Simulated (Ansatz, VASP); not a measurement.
# Be in VASP and in Ansatz

File INCAR:

```
PREC = Accurate
ENCUT = 600
EDIFF = 1E-6
ISMEAR = -1
SIGMA = 0.05
LREAL = F
LASPH = T
NELM = 120
ALGO = Normal
ISIF = 2
LWAVE = F
LCHARG = F
NBANDS = 7
GGA_COMPAT = F
```

Contents of KPOINTS:

```
Automatic mesh
0
Gamma
  15 15 15
```

File POSCAR:

```
Be
1.0
    2.1729507032      0.0000000000      0.0000000000
    0.0000000000      2.1729507032      0.0000000000
    0.0000000000      0.0000000000      2.1729507032
Be
1
Direct
    0.0000000000      0.0000000000      0.0000000000
```

Input for Ansatz:

```yaml
crystal:
  lattice:
    - [2.1729507032, 0.0, 0.0]
    - [0.0, 2.1729507032, 0.0]
    - [0.0, 0.0, 2.1729507032]
  atoms:
    - { symbol: Be, position: [0.0, 0.0, 0.0] }
kpoints:
  mp_grid: { grid: [15, 15, 15] }
  band_path:
    path:
      - [0.0, 0.0, 0.0]
      - [0.0, 0.5, 0.0]
      - [0.5, 0.5, 0.0]
      - [0.0, 0.0, 0.0]
      - [0.5, 0.5, 0.5]
      - [0.0, 0.5, 0.0]
      - [0.5, 0.5, 0.5]
      - [0.5, 0.5, 0.0]
    npoints: 5
scf:
  occupations: { method: fermi_dirac, width: 0.05 }
hamiltonian:
  xc: lda
  pseudopotentials: { kind: all_electron, lapw: { basis_error: 0.0005 } }
output:
  forces: true
  stress: true
  eigenvalues: true
```

Alike in both runs: task single point; functional LDA; k mesh 15 × 15 × 15; occupations fermi-dirac, width 0.05 eV; no spin polarisation.

```csv
,VASP,Ansatz
version,VASP 6.6.1,Ansatz 0.2.0
potentials or method,"VASP PAW LDA potentials, release 64 (Be), cutoff 600 eV","all-electron LAPW, scalar-relativistic"
```

VASP gave:

```
pressure (GPa) : -3.2
```

Q: Estimate Ansatz's values.

A: Pressure (GPa): -3.4.

LDA's correlation is that of Perdew and Zunger in VASP and of Perdew and Wang (1992) in Ansatz. Ansatz ran all-electron here, and VASP with PAW potentials.
